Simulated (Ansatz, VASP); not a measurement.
**KTaO3 in VASP and in Ansatz**

```xyz
5
Lattice="3.9883 0.0399 0.0399 0.0399 3.9883 0.0399 0.0399 0.0399 3.9883" Properties=species:S:1:pos:R:3 pbc="T T T"
K     2.0340    2.0340    2.0340
Ta    0.0000    0.0000    0.0000
O     1.9942    0.0199    0.0199
O     0.0199    1.9942    0.0199
O     0.0199    0.0199    1.9942
```

Change from the starting cell: equal xy, yz and zx shear strains of +2 %, crystal datasets.

Alike in both runs: task electric field gradients; functional PBE; k mesh 5 × 5 × 5; occupations fermi-dirac, width 0.01 eV; no spin polarisation.

|  | VASP | Ansatz |
| --- | --- | --- |
| version | VASP 6.6.1 | Ansatz 0.2.0 |
| potentials or method | VASP PAW PBE potentials, release 64 (K_sv, Ta_pv, O), cutoff 520 eV | all-electron PAW with datasets made for the crystal, scalar-relativistic |

```csv
,VASP,Ansatz,Ansatz less VASP
gap on the k mesh at the Fermi level (eV),2.24,2.29,+0.055
pressure (GPa),6.1,5.5,-0.60
"traceless stress, the component that is largest in VASP (GPa)",-2.01,-2.00,+0.005
size of Vzz on the site where it differs most (V/Å²),45.4,50.3,+4.93
```

Ansatz ran all-electron here, and VASP with PAW potentials.

Neither program's run includes spin-orbit coupling.
